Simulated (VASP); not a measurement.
A run of VASP 6.6.1:

INCAR

```
PREC = Accurate
ENCUT = 520
EDIFF = 1E-6
ISMEAR = 0
SIGMA = 0.15
LREAL = F
LASPH = T
NELM = 100
ALGO = Fast
ISIF = 2
LWAVE = F
LCHARG = T
GGA = PE
LELF = T
LVHAR = T
NBANDS = 13
```

Contents of KPOINTS:

```
regular mesh
0
Gamma
  22 22 22
```

File POSCAR:

```
Mo
1.0
    0.0000000000      1.8749490608      2.1880655539
    1.8749490608      0.0000000000      2.1880655539
    1.8749490608      1.8749490608      0.0000000000
Mo
1
Direct
    0.0000000000      0.0000000000      0.0000000000
```

Potentials or basis: VASP PAW PBE potentials, release 64 (Mo_sv).

Launch:

```bash
$ cat potpaw_PBE.64/Mo_sv/POTCAR > POTCAR
$ mpirun -np 1 vasp_std > vasp.out
```

Hardware: 1 thread of Intel(R) Xeon(R) 6975P-C (Granite Rapids), with other jobs on the host.

How long does it take, and how much memory?

It took 45 s on 1 thread of Intel(R) Xeon(R) 6975P-C (Granite Rapids), on a shared host, peak memory 0.26 GiB. Counts: scf iterations 12, k points 834.
